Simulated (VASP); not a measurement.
Runs of VASP 6.6.1 on ReP2. The structure is that of space group P4/mmm (No. 123), or close to it. The cells are those of the table. The cell was built from a structure type or drawn by symmetry, and may not be a known phase.

```tsv
task	cell	k mesh	cutoff (eV)	gap on the mesh (eV)	pressure (GPa)	relaxed volume (Å³/atom)
single point	a = 3.956, b = 3.956, c = 3.060 Å, 3 atoms	4 × 4 × 6	520	none	(a)	-
single point	a = 4.010, b = 4.010, c = 2.984 Å, 3 atoms	6 × 6 × 4	520	none	(b)	-
relaxation of cell and atoms	relaxed from a = 3.956, b = 3.956, c = 3.060 Å, 3 atoms	12 × 12 × 16	600	none	0.0	16.03
single point	a = 3.997, b = 3.997, c = 2.998 Å, 3 atoms	12 × 12 × 16	520	none	0.7	-
relaxation of cell and atoms	relaxed from a = 4.010, b = 4.010, c = 2.984 Å, 3 atoms	4 × 4 × 6	600	none	-0.1	16.01
```

Alike in all rows: level PBE; potentials or basis VASP PAW PBE potentials, release 64 (Re, P); no spin polarisation; smearing gaussian 0.1 eV.

**Question.** Fill in the values left out.

**Answer.** (a) 0.4; (b) 0.8.

Caveats: some runs use coarse meshes; spin-orbit coupling is left out, which moves the levels of the heavy elements.

A k mesh can miss the band edges, and the runs leave out spin-orbit coupling on Re.

A gap of «none» marks levels without a gap at the run's occupations.
